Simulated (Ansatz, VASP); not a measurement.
One calculation of Zr, two programs

```
Zr
1.0
     5.07706    0.00000    0.00000
    -2.53853    4.39686    0.00000
     0.00000    0.00000    3.16154
Zr
3
Direct
  0.00000 0.00000 0.00000
  0.33333 0.66667 0.50000
  0.66667 0.33333 0.50000
```

Alike in both runs: task single point; functional revPBE; k mesh 8 × 8 × 11; occupations fermi-dirac, width 0.1 eV; no spin polarisation.

|  | VASP | Ansatz |
| --- | --- | --- |
| version | VASP 6.6.1 | Ansatz 0.2.0 |
| potentials or method | VASP PAW PBE potentials, release 64 (Zr_sv), cutoff 520 eV | plane waves (420 eV) with PAW, scalar-relativistic |
| valence electrons in the cell | 36 | 36 |

|  | VASP | Ansatz | Ansatz less VASP |
| --- | --- | --- | --- |
| pressure (GPa) | 0.0 | 0.0 | 0.00 |

VASP's potentials were made for PBE, not for revPBE.
